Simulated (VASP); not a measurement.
# LaB6 in VASP: a series of runs

Runs on LaB6. Level: r2SCAN. Tasks: single point.

All numbers are computed with VASP 6.6.1; they aren't measurements. Logs are shortened: lines on timing, memory, paths and dates and some standing lists are left out, and cuts for length are marked.

## Step 1: The cell of the first run

The structure is tetragonal, space group P4mm (No. 99). The conventional cell has a = 4.152 Å, b = 4.152 Å, c = 4.152 Å, α = 90.00°, β = 90.00°, γ = 90.00°. Within 4.2 Å of La (site symmetry 4mm) lie 24 B at 3.00 to 3.05 Å and 6 La at 4.15 Å. Within 2.2 Å of B (site symmetry m) lie 5 B at 1.66 to 1.91 Å. Within 2.0 Å of B (site symmetry 4mm) lie 5 B at 1.46 to 1.76 Å. B (site symmetry 4mm) has 5 B at 1.46 to 1.91 Å within 2.0 Å.

## Step 2: Single point, r2SCAN (atom 7 (B) moved 0.2 Å along y)

Input file POSCAR:

```
LaB6
1.0
    4.1523441329      0.0000000000      0.0000000000
    0.0000000000      4.1523441329      0.0000000000
    0.0000000000      0.0000000000      4.1523441329
La B
1 6
Direct
    0.0000000000      0.0000000000      0.0000000000
    0.2000751123      0.5000000000      0.5000000000
    0.7999248877      0.5000000000      0.5000000000
    0.5000000000      0.5000000000      0.2000751123
    0.5000000000      0.5000000000      0.7999248877
    0.5000000000      0.2000751123      0.5000000000
    0.5000000000      0.8480904524      0.5000000000
```

Input file INCAR.step1:

```
SYSTEM = LaB6
PREC     = Accurate       ! precision mode
ENCUT    = 520            ! plane-wave cutoff, eV
ISMEAR   = 0              ! smearing method
SIGMA    = 0.05           ! smearing width, eV
LREAL    = .FALSE.        ! projectors in reciprocal space
LASPH    = .TRUE.         ! aspherical terms in the spheres
NELM     = 60             ! most SCF steps
NBANDS   = 24             ! bands
GGA      = PE             ! functional
ALGO     = Normal         ! electronic algorithm
EDIFF    = 1E-4           ! SCF threshold, eV
LWAVE    = .TRUE.         ! write WAVECAR
LCHARG   = .FALSE.        ! write CHGCAR
```

Input file INCAR.step2:

```
SYSTEM = LaB6
PREC     = Accurate       ! precision mode
ENCUT    = 520            ! plane-wave cutoff, eV
EDIFF    = 1E-7           ! SCF threshold, eV
ISMEAR   = 0              ! smearing method
SIGMA    = 0.05           ! smearing width, eV
LREAL    = .FALSE.        ! projectors in reciprocal space
LASPH    = .TRUE.         ! aspherical terms in the spheres
NELM     = 60             ! most SCF steps
ALGO     = Normal         ! electronic algorithm
ISIF     = 2              ! what is computed and relaxed
LWAVE    = .FALSE.        ! write WAVECAR
LCHARG   = .TRUE.         ! write CHGCAR
METAGGA  = R2SCAN         ! meta-GGA
LMIXTAU  = .TRUE.       
LELF     = .TRUE.         ! ELF
LVHAR    = .TRUE.       
NBANDS   = 24             ! bands
ISTART   = 1
```

Input file KPOINTS:

```
regular mesh
0
G
  8 8 8
  0 0 0
```

Potentials or basis: VASP PAW PBE potentials, release 64 (La, B).

Run with:

```sh
cat potpaw_PBE.64/La/POTCAR potpaw_PBE.64/B/POTCAR > POTCAR
cp INCAR.step1 INCAR
mpirun -np 1 vasp_std > vasp.out
cp INCAR.step2 INCAR
mpirun -np 1 vasp_std > vasp.out
```

OUTCAR:

```text
SYSTEM = LaB6
   PREC = Accurate
   ENCUT = 520
   EDIFF = 1E-7
   ISMEAR = 0
   LREAL = .FALSE.
   LASPH = .TRUE.
   NELM = 60
   ISIF = 2
   METAGGA = R2SCAN
   ISTART = 1

 ion  position               nearest neighbor table
   1  0.000  0.000  0.000-
   2  0.200  0.500  0.500-   3 1.66   4 1.76   5 1.76   6 1.76   7 1.91
   3  0.800  0.500  0.500-   2 1.66   4 1.76   5 1.76   6 1.76   7 1.91
   4  0.500  0.500  0.200-   5 1.66   3 1.76   2 1.76   6 1.76   7 1.91
   5  0.500  0.500  0.800-   4 1.66   3 1.76   2 1.76   6 1.76   7 1.91
   6  0.500  0.200  0.500-   7 1.46   3 1.76   4 1.76   5 1.76   2 1.76
   7  0.500  0.848  0.500-   6 1.46   3 1.91   4 1.91   5 1.91   2 1.91

  LATTYP: Found a simple cubic cell.
 ALAT       =     4.1523441329

  Lattice vectors:

 A1 = (   4.1523441329,   0.0000000000,   0.0000000000)
 A2 = (   0.0000000000,   4.1523441329,   0.0000000000)
 A3 = (   0.0000000000,   0.0000000000,   4.1523441329)

Analysis of symmetry for initial positions (statically):
=====================================================================
 Subroutine PRICEL returns:
 Original cell was already a primitive cell.

 Routine SETGRP: Setting up the symmetry group for a
 simple cubic supercell.

 Subroutine GETGRP returns: Found  8 space group operations
 (whereof  8 operations were pure point group operations)
 out of a pool of 48 trial point group operations.

The static configuration has the point symmetry C_4v.

Analysis of symmetry for dynamics (positions and initial velocities):
=====================================================================
 Subroutine PRICEL returns:
 Original cell was already a primitive cell.

 Routine SETGRP: Setting up the symmetry group for a
 simple cubic supercell.

 Subroutine GETGRP returns: Found  8 space group operations
 (whereof  8 operations were pure point group operations)
 out of a pool of 48 trial point group operations.

The dynamic configuration has the point symmetry C_4v.

 Subroutine INISYM returns: Found  8 space group operations
 (whereof  8 operations are pure point group operations),
 and found     1 'primitive' translations

----------------------------------------------------------------------------------------

                                     Primitive cell

  volume of cell :      71.5946

  direct lattice vectors                    reciprocal lattice vectors
     4.152344133  0.000000000  0.000000000     0.240827824  0.000000000  0.000000000
     0.000000000  4.152344133  0.000000000     0.000000000  0.240827824  0.000000000
     0.000000000  0.000000000  4.152344133     0.000000000  0.000000000  0.240827824

  length of vectors
     4.152344133  4.152344133  4.152344133     0.240827824  0.240827824  0.240827824

  position of ions in fractional coordinates (direct lattice)
     0.000000000  0.000000000  0.000000000
     0.200075112  0.500000000  0.500000000
     0.799924888  0.500000000  0.500000000
     0.500000000  0.500000000  0.200075112
     0.500000000  0.500000000  0.799924888
     0.500000000  0.200075112  0.500000000
     0.500000000  0.848090452  0.500000000

  ion indices of the primitive-cell ions
   primitive index   ion index
                 1           1
                 2           2
                 3           3
                 4           4
                 5           5
                 6           6
                 7           7

----------------------------------------------------------------------------------------

 KPOINTS: regular mesh

Automatic generation of k-mesh.
 Grid dimensions read from file:
 generate k-points for:    8    8    8

 Generating k-lattice:

  Cartesian coordinates                     Fractional coordinates (reciprocal lattice)
     0.030103478  0.000000000  0.000000000     0.125000000  0.000000000  0.000000000
     0.000000000  0.030103478  0.000000000     0.000000000  0.125000000  0.000000000
     0.000000000  0.000000000  0.030103478     0.000000000  0.000000000  0.125000000

  Length of vectors
     0.030103478  0.030103478  0.030103478

  Shift w.r.t. Gamma in fractional coordinates (k-lattice)
     0.000000000  0.000000000  0.000000000

 Subroutine IBZKPT returns following result:
 ===========================================

 Found     75 irreducible k-points:

 Following reciprocal coordinates:
            Coordinates               Weight
  0.000000  0.000000  0.000000      1.000000
  0.125000  0.000000  0.000000      4.000000
  0.000000  0.125000  0.000000      2.000000
  0.250000  0.000000  0.000000      4.000000
  0.000000  0.250000  0.000000      2.000000
  0.375000  0.000000  0.000000      4.000000
[... 16 lines left out ...]
  0.375000  0.250000  0.000000      8.000000
  0.000000  0.375000  0.250000      8.000000
 [... further k-points ...]
   k-points           NKPTS =     75   k-points in BZ     NKDIM =     75   number of bands    NBANDS=     24
   number of dos      NEDOS =    301   number of ions     NIONS =      7
   total plane-waves  NPLWV =  32768
   dimension x,y,z NGX =    32 NGY =   32 NGZ =   32
   dimension x,y,z NGXF=    64 NGYF=   64 NGZF=   64
   ions per type =               1   6
   NGX,Y,Z   is equivalent  to a cutoff of  12.81, 12.81, 12.81 a.u.
   NGXF,Y,Z  is equivalent  to a cutoff of  25.62, 25.62, 25.62 a.u.
 SYSTEM =  LaB6
   PREC   = accura    normal or accurate (medium, high low for compatibility)
   ISTART =      1    job   : 0-new  1-cont  2-samecut
   ICHARG =      0    charge: 1-file 2-atom 10-const
   ISPIN  =      1    spin polarized calculation?
   LNONCOLLINEAR =      F non collinear calculations
   LSORBIT =      F    spin-orbit coupling
   LASPH  =      T    aspherical Exc in radial PAW
   ENCUT  =  520.0 eV  38.22 Ry    6.18 a.u.   7.72  7.72  7.72*2*pi/ulx,y,z
   NELM   =     60;   NELMIN=  2; NELMDL=  0     # of ELM steps
   EDIFF  = 0.1E-06   stopping-criterion for ELM
   LREAL  =      F    real-space projection
   EDIFFG = 0.1E-05   stopping-criterion for IOM
   NSW    =      0    number of steps for IOM
   IBRION =     -1    ionic relax: 0-MD 1-quasi-New 2-CG
   NFREE  =      0    steps in history (QN), initial steepest desc. (CG)
   ISIF   =      2    stress and relaxation
   ISYM   =      2    0-nonsym 1-usesym 2-fastsym
   POTIM  = 0.5000    time-step for ionic-motion
   TEBEG  =    0.0;   TEEND  =   0.0 temperature during run
   PSTRESS=    0.0 pullay stress
   NELECT =      29.0000    total number of electrons
   NUPDOWN=      -1.0000    fix difference up-down
   EMIN   =  10.00;   EMAX   =-10.00  energy-range for DOS
   EFERMI =   0.00;   METHOD = LEGACY
   ISMEAR =     0;   SIGMA  =   0.05  broadening in eV -4-tet -1-fermi 0-gaus
   EFERMI_NEDOS =   21; number of points for ismear=-14 and -15
   IALGO  =     38    algorithm
   IMIX   =      4    mixing-type and parameters
     AMIX     =   0.40;   BMIX     =  1.00
     AMIX_MAG =   1.60;   BMIX_MAG =  1.00
  volume/ion in A,a.u.               =      10.23        69.02
  Fermi-wavevector in a.u.,A,eV,Ry     =   1.211288  2.289003 19.962728  1.467219
  Thomas-Fermi vector in A             =   2.346808
   LORBIT       =      0    0 simple, 1 ext, 2 COOP (PROOUT), +10 PAW based schemes
   METAGGA = R2SCAN    functional components
   LHFCALC =     F    Hartree Fock is set to
   AEXX    =    0.0000 exact exchange contribution
   IVDW    =     0    specifies the selected vdW correction
   LEPSILON=     F    determine dielectric tensor
   LRPA    =     F    only Hartree local field effects (RPA)
 non-spin polarized calculation
 Gauss-broadening in eV      SIGMA  =   0.05
  energy-cutoff  :      520.00
  volume of cell :       71.59
 maximum number of plane-waves:      1956
 NGX is ok and might be reduce to    32
   NGX = 15   NGY = 15   NGZ = 15

 number of electron      29.0000003 magnetization

 Free energy of the ion-electron system (eV)
  ---------------------------------------------------
  ext. energy  EPLUGINS =         0.00000000
  ---------------------------------------------------
  free energy    TOTEN  =       -77.42647283 eV

  energy without entropy =      -77.42397265  energy(sigma->0) =      -77.42522274

 E-fermi :   8.5901     XC(G=0): -11.9622

 val. band max:        8.5767859924   @ k =   0.1250   0.0000   0.1250
 cond. band min:       8.5917840620   @ k =   0.3750   0.2500   0.1250
 fundamental gap:      0.0149980695
 Fermi energy:         8.5900615769

 k-point     1 :       0.0000    0.0000    0.0000
  band No.  band energies     occupation
      1     -25.5966      2.00000
      2      -8.9080      2.00000
      3      -8.9080      2.00000
      4      -8.8953      2.00000
      5      -7.4554      2.00000
      6       0.0873      2.00000
[... 16 lines left out ...]
     23      11.0710      0.00000
     24      11.9616      0.00000

 k-point     2 :       0.1250    0.0000    0.0000
  band No.  band energies     occupation
      1     -25.5928      2.00000
      2      -9.0756      2.00000
      3      -8.8952      2.00000
      4      -8.8828      2.00000
      5      -7.2667      2.00000
      6      -0.3699      2.00000
[... 16 lines left out ...]
     23      11.1523      0.00000
     24      11.8097      0.00000

 k-point     3 :       0.0000    0.1250    0.0000
  band No.  band energies     occupation
      1     -25.5928      2.00000
      2      -9.0529      2.00000
      3      -8.8960      2.00000
      4      -8.8960      2.00000
      5      -7.2734      2.00000
      6      -0.8638      2.00000
[... 16 lines left out ...]
     23      11.1284      0.00000
     24      12.0673      0.00000
[... 514 lines left out ...]
 k-point    23 :       0.3750    0.2500    0.0000
  band No.  band energies     occupation
      1     -25.5623      2.00000
      2      -9.4895      2.00000
      3      -9.1055      2.00000
      4      -8.7980      2.00000
      5      -6.5658      2.00000
      6      -1.7791      2.00000
[... 16 lines left out ...]
     23      11.5359      0.00000
     24      12.1752      0.00000

 k-point    24 :       0.0000    0.3750    0.2500
  band No.  band energies     occupation
      1     -25.5625      2.00000
      2      -9.4473      2.00000
      3      -9.1361      2.00000
      4      -8.8001      2.00000
      5      -6.5637      2.00000
      6      -2.2360      2.00000
[... 16 lines left out ...]
     23      11.5740      0.00000
     24      12.2266      0.00000

 [... further k-points ...]

------------------------ aborting loop because EDIFF is reached ----------------------------------------

  FORCE on cell =-STRESS in cart. coord.  units (eV):
  Direction    XX          YY          ZZ          XY          YZ          ZX
  --------------------------------------------------------------------------------------
  -------------------------------------------------------------------------------------
  Total       -0.0226431      2.1210696     -0.0226431      0.0000000      0.0000000      0.0000000
  in kB       -0.5067175     47.4663107     -0.5067175      0.0000000      0.0000000      0.0000000
  external PRESSURE =      15.4842919 kB  Pullay stress =       0.0000000 kB

 VOLUME and BASIS-vectors are now :
 -----------------------------------------------------------------------------
  energy-cutoff  :      520.00
  volume of cell :       71.59
      direct lattice vectors                 reciprocal lattice vectors
     4.152344133  0.000000000  0.000000000     0.240827824  0.000000000  0.000000000
     0.000000000  4.152344133  0.000000000     0.000000000  0.240827824  0.000000000
     0.000000000  0.000000000  4.152344133     0.000000000  0.000000000  0.240827824

 POSITION                                       TOTAL-FORCE (eV/Angst)
 -----------------------------------------------------------------------------------
      0.00000      0.00000      0.00000        -0.000000      0.057328      0.000000
      0.83078      2.07617      2.07617         0.181748      0.747075     -0.000000
      3.32156      2.07617      2.07617        -0.181748      0.747075      0.000000
      2.07617      2.07617      0.83078        -0.000000      0.747075      0.181748
      2.07617      2.07617      3.32156        -0.000000      0.747075     -0.181748
      2.07617      0.83078      2.07617        -0.000000      5.366885     -0.000000
      2.07617      3.52156      2.07617         0.000000     -8.412513     -0.000000
 -----------------------------------------------------------------------------------
    total drift:                                0.000000     -0.000244      0.000000

  FREE ENERGIE OF THE ION-ELECTRON SYSTEM (eV)
  ---------------------------------------------------
  free  energy   TOTEN  =       -77.4264728276 eV

  energy  without entropy=      -77.4239726516  energy(sigma->0) =      -77.42522274
```

It took 3.3 min on 1 thread of Intel Xeon 6975P-C (Granite Rapids), shared host; peak memory 0.27 GiB.

What came out:

| Quantity | Value |
| --- | --- |
| Free energy | -77.4265 eV |
| Pressure | 1.5 GPa |
| Largest force | 8.413 eV/Å |
| Band gap on the k mesh | zero (an odd number of electrons rules out a gap without spin polarisation) |

Forces in eV/Å, atoms in the order of the input:
```
La   0.000  0.057  0.000
B    0.182  0.747  0.000
B   -0.182  0.747  0.000
B    0.000  0.747  0.182
B    0.000  0.747 -0.182
B    0.000  5.367  0.000
B    0.000 -8.413  0.000
```

Caveat: the cell differs from its parent crystal (atom 7 (B) moved 0.2 Å along y); the PAW data sets were made with another functional, which shifts forces and pressure a little; spin-orbit coupling is left out, which moves the levels of the heavy elements; an odd number of electrons without spin polarisation forces a metal; a magnetic or distorted state may lie lower.

(Continued in part 2 of 2.)

The gap in the log of VASP goes by the Fermi energy; the results here count the filled bands.